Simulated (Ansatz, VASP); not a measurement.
**One calculation of InP, two programs**

INCAR

```
SYSTEM = InP
PREC = Accurate ; ENCUT = 520
EDIFF = 1E-6 ; ISMEAR = 0
SIGMA = 0.15 ; LREAL = .False.
LASPH = .True. ; NELM = 100
ALGO = Normal ; ISIF = 2
LWAVE = .False. ; LCHARG = .True.
GGA = PS ; LELF = .True.
LVHAR = .True. ; NBANDS = 16
```

The input KPOINTS:

```
Automatic mesh
0
Gamma
  6 6 6
  0 0 0
```

POSCAR

```
InP
1.0
    0.0000000000      2.5436438865      3.5967124555
    2.5436438865      0.0000000000      3.5967124555
    2.5436438865      2.5436438865      0.0000000000
In P
1 1
Direct
    0.0000000000      0.0000000000      0.0000000000
    0.5000000000      0.5000000000      0.5000000000
```

Input for Ansatz:

```yaml
crystal:
  lattice:
    - [0.0, 2.5436438865, 3.5967124555]
    - [2.5436438865, 0.0, 3.5967124555]
    - [2.5436438865, 2.5436438865, 0.0]
  atoms:
    - { symbol: In, position: [0.0, 0.0, 0.0] }
    - { symbol: P, position: [0.5, 0.5, 0.5] }
basis:
  ecutwfc: 420
kpoints:
  mp_grid: { grid: [6, 6, 6] }
hamiltonian:
  xc: pbesol
scf:
  occupations: { method: gaussian, width: 0.15 }
output:
  forces: true
  stress: true
  eigenvalues: true
```

Alike in both runs: task single point; functional PBEsol; k mesh 6 × 6 × 6; occupations gaussian, width 0.15 eV; no spin polarisation.

```csv
,VASP,Ansatz
version,VASP 6.6.1,Ansatz 0.2.0
potentials or method,"VASP PAW PBE potentials, release 64 (In_d, P), cutoff 520 eV","scalar-relativistic, plane waves, PAW"
valence electrons in the cell,18,18
```

|  | VASP | Ansatz | Ansatz less VASP |
| --- | --- | --- | --- |
| gap on the k mesh at the Fermi level (eV) | none | none | - |
| pressure (GPa) | 2.9 | 2.9 | +0.02 |
| traceless stress, the component that is largest in VASP (GPa) | -9.90 | -9.89 | +0.007 |

VASP's potentials were made for PBE, not for PBEsol. A gap of «none» marks a metal or a gap that the smearing closes. The functional is the same, so the differences come from potentials, cutoffs and numerics.
